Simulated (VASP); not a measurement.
Write the native input for VASP 6.6.1 that does the following.

```yaml
Task: relaxation of the atoms
Functional: LDA
Potentials_or_basis: VASP PAW LDA potentials, release 64 (Mg, O)
Cutoff: 520 eV
k_mesh: 8 × 8 × 8
Occupations: gaussian, width 0.02 eV
Spin: no spin polarisation
Dipole_correction: no
Further_INCAR_settings: ALGO = Normal; EDIFF = 1e-07; IBRION = 2; EDIFFG = -0.002; NSW = 60
```

The structure of MgO (lda) lies in POSCAR:

```
MgO
1.0
    0.0000000000      2.0595237678      2.0930819257
    2.0595237678      0.0000000000      2.0930819257
    2.0595237678      2.0595237678      0.0000000000
Mg O
1 1
Direct
    0.0000000000      0.0000000000      0.0000000000
    0.5000000000      0.5000000000      0.5000000000
```

This cell differs from its parent crystal: strained cell.

These files were run (other wordings do the same):

INCAR

```
SYSTEM = MgO
PREC = Accurate
ENCUT = 520
EDIFF = 1E-7
ISMEAR = 0
SIGMA = 0.02
LREAL = .False.
LASPH = .True.
NELM = 120
ALGO = Normal
ISIF = 2
LWAVE = .False.
LCHARG = .False.
GGA = CA
IBRION = 2
NSW = 60
EDIFFG = -0.002
GGA_COMPAT = .False.
NELMIN = 4
```

KPOINTS

```
regular mesh
0
Gamma
  8 8 8
  0 0 0
```

Potentials or basis: VASP PAW LDA potentials, release 64 (Mg, O).

The run is started by

```sh
$ cat potpaw_LDA.64/Mg/POTCAR potpaw_LDA.64/O/POTCAR > POTCAR
$ mpirun -np 1 vasp_std > vasp.out
```

It gave:

| Item | Value |
| --- | --- |
| Pressure after relaxing | 0.7 GPa |
| Band gap on the k mesh | 5.14 eV, direct |

Caveat: the cell differs from its parent crystal (strained cell); the relaxation stopped at its first step, so nothing moved.

Wall time 9.9 s on 1 thread of Intel Xeon 8259CL, with other jobs on the host, peak memory 0.13 GiB.
